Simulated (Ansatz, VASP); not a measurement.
**One calculation of NaF, two programs**

POSCAR

```
NaF
1.0
    0.0000000000      2.3929990000      2.3581495000
    2.3929990000      0.0000000000      2.3581495000
    2.3929990000      2.3929990000      0.0000000000
Na F
1 1
Direct
    0.0000000000      0.0000000000      0.0000000000
    0.5000000000      0.5000000000      0.5000000000
```

INCAR.step1

```
SYSTEM = NaF
ALGO = Normal
EDIFF = 1E-4
ENCUT = 520
GGA = PE
ISMEAR = 0
LASPH = .True.
LCHARG = .False.
LREAL = .False.
LWAVE = .True.
NBANDS = 14
NELM = 80
PREC = Accurate
SIGMA = 0.05
```

Contents of INCAR.step2:

```
SYSTEM = NaF
ALGO = Normal
EDIFF = 1E-6
ENCUT = 520
ISIF = 2
ISMEAR = 0
ISTART = 1
LASPH = .True.
LCHARG = .False.
LMIXTAU = .True.
LREAL = .False.
LWAVE = .False.
METAGGA = R2SCAN
NBANDS = 14
NELM = 80
PREC = Accurate
SIGMA = 0.05
```

KPOINTS

```
k-points
0
Gamma
  8 8 8
  0 0 0
```

Input for Ansatz:

```yaml
crystal:
  lattice:
    - [0.0, 2.392999, 2.3581495]
    - [2.392999, 0.0, 2.3581495]
    - [2.392999, 2.392999, 0.0]
  atoms:
    - { symbol: Na, position: [0.0, 0.0, 0.0] }
    - { symbol: F, position: [0.5, 0.5, 0.5] }
basis:
  ecutwfc: 500
kpoints:
  mp_grid: { grid: [8, 8, 8] }
hamiltonian:
  xc: r2scan
scf:
  occupations: { method: gaussian, width: 0.05 }
output:
  forces: true
  stress: true
  eigenvalues: true
```

Change from the starting cell: strain +0.030 along x and y, +0.015 along z, atoms carried along.

Alike in both runs: task single point; functional r2SCAN; k mesh 8 × 8 × 8; occupations gaussian, width 0.05 eV; no spin polarisation.

```csv
,VASP,Ansatz
version,VASP 6.6.1,Ansatz 0.2.0
potentials or method,"VASP PAW PBE potentials, release 64 (Na_pv, F), cutoff 520 eV","scalar-relativistic, plane waves, PAW"
valence electrons in the cell,14,16
```

```csv
,VASP,Ansatz,Ansatz less VASP
gap on the k mesh at the Fermi level (eV),6.73,6.70,-0.035
least direct gap on the mesh (eV),6.73,6.70,-0.035
pressure (GPa),-5.2,-4.5,+0.63
"traceless stress, the component that is largest in VASP (GPa)",0.63,0.51,-0.120
```

VASP's potentials were made for PBE, not for r2SCAN. The functional is the same, so the differences come from potentials, cutoffs and numerics. VASP's potentials hold 14 valence electrons a cell and Ansatz's 16, so a difference there can come from the potentials and not from the codes.
